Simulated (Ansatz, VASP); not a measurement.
## Two plane-wave programs on ZrB

Contents of INCAR:

```
SYSTEM = ZrB
  PREC = Accurate
  ENCUT = 500
  EDIFF = 1E-6
  ISMEAR = 0
  SIGMA = 0.15
  LREAL = .False.
  LASPH = .True.
  NELM = 120
  ALGO = Normal
  ISIF = 2
  LWAVE = .False.
  LCHARG = .False.
  NBANDS = 14
  GGA_COMPAT = .False.
```

The input KPOINTS:

```
Automatic mesh
0
Gamma
  18 18 18
  0 0 0
```

POSCAR

```
ZrB
1.0
    0.0000000000      2.3250000000      2.3250000000
    2.3250000000      0.0000000000      2.3250000000
    2.3250000000      2.3250000000      0.0000000000
Zr B
1 1
Direct
    0.0000000000      0.0000000000      0.0000000000
    0.6075268817      0.6075268817      0.3924731183
```

Input for Ansatz:

```yaml
crystal:
  lattice:
    - [0.0, 2.325, 2.325]
    - [2.325, 0.0, 2.325]
    - [2.325, 2.325, 0.0]
  atoms:
    - { symbol: Zr, position: [0.0, 0.0, 0.0] }
    - { symbol: B, position: [0.6075268817, 0.6075268817, 0.3924731183] }
basis:
  ecutwfc: 420
kpoints:
  mp_grid: { grid: [18, 18, 18] }
hamiltonian:
  xc: lda
scf:
  occupations: { method: gaussian, width: 0.15 }
output:
  forces: true
  stress: true
  eigenvalues: true
```

Change from the starting cell: all B atoms moved -0.500 Å, as atom 2 towards its neighbour atom 1 (Zr) at 2.325 Å.

Alike in both runs: task single point; functional LDA; k mesh 18 × 18 × 18; occupations gaussian, width 0.15 eV; no spin polarisation.

```csv
,VASP,Ansatz
version,VASP 6.6.1,Ansatz 0.2.0
potentials or method,"VASP PAW LDA potentials, release 64 (Zr_sv, B), cutoff 500 eV","scalar-relativistic, plane waves, PAW"
valence electrons in the cell,15,15
```

```tsv
	VASP	Ansatz	Ansatz less VASP
gap on the k mesh at the Fermi level (eV)	none	none	-
rms of the force components (eV/Å)	4.771	4.749	-0.0220
```

LDA's correlation is that of Perdew and Zunger in VASP and of Perdew and Wang (1992) in Ansatz. Atom by atom the forces differ by 0.022 eV/Å (rms over components). A gap of «none» marks a metal or a gap that the smearing closes.
